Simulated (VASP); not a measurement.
# Pt (I4/mmm) in VASP: notebook, part 2 of 2

VASP 6.6.1. Earlier steps stand in the parts before.

**4. Single point, PBE (16.89 Å³/atom)**

This run uses another cell than the first one, of 16.89 Å³/atom.

File INCAR:

```
PREC = Accurate
ENCUT = 520
EDIFF = 1E-7
ISMEAR = 0
SIGMA = 0.15
LREAL = F
LASPH = T
NELM = 80
ALGO = Fast
ISIF = 2
LWAVE = F
LCHARG = F
GGA = PE
NBANDS = 11
```

File KPOINTS:

```
regular mesh
0
Gamma
  22 22 22
```

File POSCAR:

```
Pt
1.0
    0.0000000000      1.9847728176      2.1441500748
    1.9847728176      0.0000000000      2.1441500748
    1.9847728176      1.9847728176      0.0000000000
Pt
1
Direct
    0.0000000000      0.0000000000      0.0000000000
```

Potentials or basis: VASP PAW PBE potentials, release 64 (Pt).

Launch:

```bash
$ cat potpaw_PBE.64/Pt/POTCAR > POTCAR
$ mpirun -np 1 vasp_std > vasp.out
```

OUTCAR:

```text
PREC = Accurate
   ENCUT = 520
   EDIFF = 1E-7
   ISMEAR = 0
   LREAL = F
   LASPH = T
   NELM = 80
   ISIF = 2
   GGA = PE

 ion  position               nearest neighbor table
   1  0.000  0.000  0.000-

  LATTYP: Found a body centered tetragonal cell.
 ALAT       =     2.8068926369
 C/A-ratio  =     1.5277749114

  Lattice vectors:

 A1 = (  -1.9847728176,   0.0000000000,   2.1441500748)
 A2 = (   1.9847728176,   0.0000000000,   2.1441500748)
 A3 = (   0.0000000000,   1.9847728176,  -2.1441500748)

Analysis of symmetry for initial positions (statically):
=====================================================================
 Subroutine PRICEL returns:
 Original cell was already a primitive cell.

 Routine SETGRP: Setting up the symmetry group for a
 body centered tetragonal supercell.

 Subroutine GETGRP returns: Found 16 space group operations
 (whereof 16 operations were pure point group operations)
 out of a pool of 16 trial point group operations.

The static configuration has the point symmetry D_4h.

Analysis of symmetry for dynamics (positions and initial velocities):
=====================================================================
 Subroutine PRICEL returns:
 Original cell was already a primitive cell.

 Routine SETGRP: Setting up the symmetry group for a
 body centered tetragonal supercell.

 Subroutine GETGRP returns: Found 16 space group operations
 (whereof 16 operations were pure point group operations)
 out of a pool of 16 trial point group operations.

The dynamic configuration has the point symmetry D_4h.

 Subroutine INISYM returns: Found 16 space group operations
 (whereof 16 operations are pure point group operations),
 and found     1 'primitive' translations

----------------------------------------------------------------------------------------

                                     Primitive cell

  volume of cell :      16.8930

  direct lattice vectors                    reciprocal lattice vectors
     0.000000000  1.984772818  2.144150075    -0.251918001  0.251918001  0.233192632
     1.984772818  0.000000000  2.144150075     0.251918001 -0.251918001  0.233192632
     1.984772818  1.984772818  0.000000000     0.251918001  0.251918001 -0.233192632

  length of vectors
     2.921763625  2.921763625  2.806892637     0.425798264  0.425798264  0.425798264

  position of ions in fractional coordinates (direct lattice)
     0.000000000  0.000000000  0.000000000

  ion indices of the primitive-cell ions
   primitive index   ion index
                 1           1

----------------------------------------------------------------------------------------

 KPOINTS: regular mesh

Automatic generation of k-mesh.
 Grid dimensions read from file:
 generate k-points for:   22   22   22

 Generating k-lattice:

  Cartesian coordinates                     Fractional coordinates (reciprocal lattice)
    -0.011450818  0.011450818  0.010599665     0.045454545  0.000000000  0.000000000
     0.011450818 -0.011450818  0.010599665     0.000000000  0.045454545  0.000000000
     0.011450818  0.011450818 -0.010599665     0.000000000  0.000000000  0.045454545

  Length of vectors
     0.019354467  0.019354467  0.019354467

  Shift w.r.t. Gamma in fractional coordinates (k-lattice)
     0.000000000  0.000000000  0.000000000

 Subroutine IBZKPT returns following result:
 ===========================================

 Found    834 irreducible k-points:

 Following reciprocal coordinates:
            Coordinates               Weight
  0.000000  0.000000  0.000000      1.000000
  0.045455 -0.000000  0.000000      8.000000
  0.090909 -0.000000  0.000000      8.000000
  0.136364  0.000000  0.000000      8.000000
  0.181818 -0.000000  0.000000      8.000000
  0.227273  0.000000  0.000000      8.000000
[... 16 lines left out ...]
  0.500000  0.045455  0.000000      8.000000
 -0.454545  0.045455  0.000000      8.000000
 [... further k-points ...]
   k-points           NKPTS =    834   k-points in BZ     NKDIM =    834   number of bands    NBANDS=     11
   number of dos      NEDOS =    301   number of ions     NIONS =      1
   total plane-waves  NPLWV =  13824
   dimension x,y,z NGX =    24 NGY =   24 NGZ =   24
   dimension x,y,z NGXF=    48 NGYF=   48 NGZF=   48
   ions per type =               1
   NGX,Y,Z   is equivalent  to a cutoff of  13.66, 13.66, 14.21 a.u.
   NGXF,Y,Z  is equivalent  to a cutoff of  27.31, 27.31, 28.43 a.u.
 SYSTEM =  unknown system
   PREC   = accura    normal or accurate (medium, high low for compatibility)
   ISTART =      0    job   : 0-new  1-cont  2-samecut
   ICHARG =      2    charge: 1-file 2-atom 10-const
   ISPIN  =      1    spin polarized calculation?
   LNONCOLLINEAR =      F non collinear calculations
   LSORBIT =      F    spin-orbit coupling
   LASPH  =      T    aspherical Exc in radial PAW
   ENCUT  =  520.0 eV  38.22 Ry    6.18 a.u.   5.43  5.43  5.22*2*pi/ulx,y,z
   NELM   =     80;   NELMIN=  2; NELMDL= -5     # of ELM steps
   EDIFF  = 0.1E-06   stopping-criterion for ELM
   LREAL  =      F    real-space projection
   EDIFFG = 0.1E-05   stopping-criterion for IOM
   NSW    =      0    number of steps for IOM
   IBRION =     -1    ionic relax: 0-MD 1-quasi-New 2-CG
   NFREE  =      0    steps in history (QN), initial steepest desc. (CG)
   ISIF   =      2    stress and relaxation
   ISYM   =      2    0-nonsym 1-usesym 2-fastsym
   POTIM  = 0.5000    time-step for ionic-motion
   TEBEG  =    0.0;   TEEND  =   0.0 temperature during run
   PSTRESS=    0.0 pullay stress
   NELECT =      10.0000    total number of electrons
   NUPDOWN=      -1.0000    fix difference up-down
   EMIN   =  10.00;   EMAX   =-10.00  energy-range for DOS
   EFERMI =   0.00;   METHOD = LEGACY
   ISMEAR =     0;   SIGMA  =   0.15  broadening in eV -4-tet -1-fermi 0-gaus
   EFERMI_NEDOS =   21; number of points for ismear=-14 and -15
   IALGO  =     68    algorithm
   IMIX   =      4    mixing-type and parameters
     AMIX     =   0.40;   BMIX     =  1.00
     AMIX_MAG =   1.60;   BMIX_MAG =  1.00
  volume/ion in A,a.u.               =      16.89       114.00
  Fermi-wavevector in a.u.,A,eV,Ry     =   1.374588  2.597595 25.708104  1.889492
  Thomas-Fermi vector in A             =   2.500001
   LORBIT       =      0    0 simple, 1 ext, 2 COOP (PROOUT), +10 PAW based schemes
   GGA     = PE    functional components
   LHFCALC =     F    Hartree Fock is set to
   AEXX    =    0.0000 exact exchange contribution
   IVDW    =     0    specifies the selected vdW correction
   LEPSILON=     F    determine dielectric tensor
   LRPA    =     F    only Hartree local field effects (RPA)
 non-spin polarized calculation
 RMM-DIIS sequential band-by-band and
 Gauss-broadening in eV      SIGMA  =   0.15
  energy-cutoff  :      520.00
  volume of cell :       16.89
 maximum number of plane-waves:       471
 NGX is ok and might be reduce to    24
   NGX = 11   NGY = 11   NGZ = 11

 number of electron      10.0000000 magnetization

 Free energy of the ion-electron system (eV)
  ---------------------------------------------------
  ext. energy  EPLUGINS =         0.00000000
  ---------------------------------------------------
  free energy    TOTEN  =        -6.02785502 eV

  energy without entropy =       -6.00354269  energy(sigma->0) =       -6.01569886

 E-fermi :   9.1830     XC(G=0): -12.8147

 val. band max:        9.1829289986   @ k =  -0.0909   0.4545   0.3636
 cond. band min:       9.1855099551   @ k =  -0.2273   0.4091   0.2727
 fundamental gap:      0.0025809565
 Fermi energy:         9.1829604360

 k-point     1 :       0.0000    0.0000    0.0000
  band No.  band energies     occupation
      1       0.2148      2.00000
      2       5.5490      2.00000
      3       6.3648      2.00000
      4       6.3648      2.00000
      5       7.3647      2.00000
      6       8.2825      2.00000
      7      24.1880      0.00000
      8      27.4220      0.00000
      9      28.9514      0.00000
     10      28.9514      0.00000
     11      33.4866      0.00000
[... 309 lines left out ...]
 k-point    24 :      -0.4545    0.0455    0.0000
  band No.  band energies     occupation
      1       3.0650      2.00000
      2       5.6424      2.00000
      3       6.4401      2.00000
      4       8.4521      2.00000
      5       9.0033      1.90979
      6      10.0529      0.00000
      7      14.4667      0.00000
      8      23.4177      0.00000
      9      26.6738      0.00000
     10      28.3280      0.00000
     11      34.5026      0.00000

 [... further k-points ...]

------------------------ aborting loop because EDIFF is reached ----------------------------------------

  FORCE on cell =-STRESS in cart. coord.  units (eV):
  Direction    XX          YY          ZZ          XY          YZ          ZX
  --------------------------------------------------------------------------------------
  -------------------------------------------------------------------------------------
  Total       -1.3834202     -1.3834202     -2.0131141      0.0000000      0.0000000      0.0000000
  in kB     -131.2072739   -131.2072739   -190.9291284      0.0000000      0.0000000      0.0000000
  external PRESSURE =    -151.1145587 kB  Pullay stress =       0.0000000 kB

 VOLUME and BASIS-vectors are now :
 -----------------------------------------------------------------------------
  energy-cutoff  :      520.00
  volume of cell :       16.89
      direct lattice vectors                 reciprocal lattice vectors
     0.000000000  1.984772818  2.144150075    -0.251918001  0.251918001  0.233192632
     1.984772818  0.000000000  2.144150075     0.251918001 -0.251918001  0.233192632
     1.984772818  1.984772818  0.000000000     0.251918001  0.251918001 -0.233192632

 POSITION                                       TOTAL-FORCE (eV/Angst)
 -----------------------------------------------------------------------------------
      0.00000      0.00000      0.00000         0.000000      0.000000      0.000000
 -----------------------------------------------------------------------------------
    total drift:                               -0.000000      0.000000      0.000000

  FREE ENERGIE OF THE ION-ELECTRON SYSTEM (eV)
  ---------------------------------------------------
  free  energy   TOTEN  =        -6.0278550227 eV

  energy  without entropy=       -6.0035426948  energy(sigma->0) =       -6.01569886
```

OSZICAR:

```text
N       E                     dE             d eps       ncg     rms          rms(c)
DAV:   1     0.386477278801E+02    0.38648E+02   -0.52904E+03 18852   0.835E+02
DAV:   2    -0.578392525084E+01   -0.44432E+02   -0.42454E+02 20822   0.171E+02
DAV:   3    -0.640480317669E+01   -0.62088E+00   -0.61340E+00 21461   0.191E+01
DAV:   4    -0.640740695260E+01   -0.26038E-02   -0.26035E-02 20889   0.147E+00
DAV:   5    -0.640743009710E+01   -0.23145E-04   -0.23144E-04 21453   0.130E-01    0.924E+00
RMM:   6    -0.605488509068E+01    0.35255E+00   -0.41214E-01 18404   0.538E+00    0.491E+00
RMM:   7    -0.603016371484E+01    0.24721E-01   -0.53026E-02 19303   0.211E+00    0.232E+00
RMM:   8    -0.602816747759E+01    0.19962E-02   -0.61274E-03 19333   0.655E-01    0.557E-01
RMM:   9    -0.602783951253E+01    0.32797E-03   -0.85797E-04 20509   0.251E-01    0.382E-02
RMM:  10    -0.602785415818E+01   -0.14646E-04   -0.11767E-04 20960   0.819E-02    0.419E-02
RMM:  11    -0.602785494865E+01   -0.79048E-06   -0.12517E-05 21910   0.264E-02    0.557E-03
RMM:  12    -0.602785499584E+01   -0.47189E-07   -0.26176E-06 20490   0.105E-02    0.689E-03
RMM:  13    -0.602785502267E+01   -0.26826E-07   -0.53509E-07 17918   0.473E-03
   1 F= -.60278550E+01 E0= -.60156989E+01  d E =-.243123E-01
```

stdout:

```text
POSCAR found type information on POSCAR Pt
 POSCAR found :  1 types and       1 ions
 scaLAPACK will be used
 LDA part: xc-table for (Slater+PW92), standard interpolation
 POSCAR, INCAR and KPOINTS ok, starting setup
 FFT: planning ... GRIDC
 FFT: planning ... GRID_SOFT
 FFT: planning ... GRID
 WAVECAR not read
 entering main loop
```

Run time: 56 s. Hardware: 1 thread of Intel Xeon 6975P-C (Granite Rapids), shared host; peak memory 0.27 GiB.

What came out:

- Free energy: -6.0279 eV
- Pressure: -15.1 GPa
- Band gap on the k mesh: zero (bands 5 and 6 overlap by 2.15 eV)

Caveat: the cell stands under tension; spin-orbit coupling is left out, which moves the levels of the heavy elements.

**5. Summary**

| cell | gap on the mesh (eV) | pressure (GPa) |
| --- | --- | --- |
| a = 2.848, b = 2.848, c = 2.736 Å, angles 61.3, 61.3, 57.4°, 1 atom | none | 0.3 |
| a = 2.885, b = 2.885, c = 2.772 Å, angles 61.3, 61.3, 57.4°, 1 atom | none | -8.4 |
| a = 2.922, b = 2.922, c = 2.807 Å, angles 61.3, 61.3, 57.4°, 1 atom | none | -15.1 |

Alike in all rows: task single point; level PBE; potentials or basis VASP PAW PBE potentials, release 64 (Pt); no spin polarisation; k mesh 22 × 22 × 22; cutoff (eV) 520; smearing gaussian 0.15 eV.

Caveats: spin-orbit coupling is left out, which moves the levels of the heavy elements; the cell stands under tension (at least some runs).

Total energies depend on the potentials used, so only differences within one code and one set of settings carry meaning.
